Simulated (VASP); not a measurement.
The system is Na.

```
Na
1.0
    -2.14100    2.14100    2.14100
     2.14100   -2.14100    2.14100
     2.14100    2.14100   -2.14100
Na
1
Direct
  0.00000 0.00000 0.00000
```

| Property | Result |
| --- | --- |
| Program | VASP 6.6.1 |
| Task | relaxation of cell and atoms |
| Functional | PBEsol |
| Potentials or basis | VASP PAW PBE potentials, release 64 (Na_pv) |
| Cutoff | 600 eV |
| k mesh | 14 × 14 × 14 |
| Occupations | fermi-dirac, width 0.05 eV |
| Spin | no spin polarisation |

At the start: pressure -0.6 GPa; volume 39.26 Å³/atom.

Problem. How do energy, volume and symmetry change on relaxing?

Solution. Over 6 steps the energy falls by 5.5 meV/atom and the volume is 36.20 Å³/atom (-7.8 %); space group Im-3m (No. 229, to 0.05 Å).

The path:
| step | energy change (eV) | largest force (eV/Å) | pressure (GPa) | volume (Å³) |
| --- | --- | --- | --- | --- |
| 1 | 0.0000 | 0.0000 | -0.55 | 39.26 |
| 2 | -0.0023 | 0.0000 | -0.44 | 38.49 |
| 3 | -0.0055 | 0.0000 | -0.02 | 36.26 |
| 4 | -0.0055 | 0.0000 | 0.03 | 36.14 |
| 5 | -0.0055 | 0.0000 | -0.01 | 36.20 |
| 6 | -0.0055 | 0.0000 | 0.00 | 36.20 |

Final structure:
```yaml
crystal:
  lattice:
    - [-2.08391, 2.08391, 2.08391]
    - [2.08391, -2.08391, 2.08391]
    - [2.08391, 2.08391, -2.08391]
  atoms:
    - { symbol: Na, position: [0.00000, 0.00000, 0.00000] }
```

Caveat: the PAW data sets were made with another functional, which shifts forces and pressure a little.
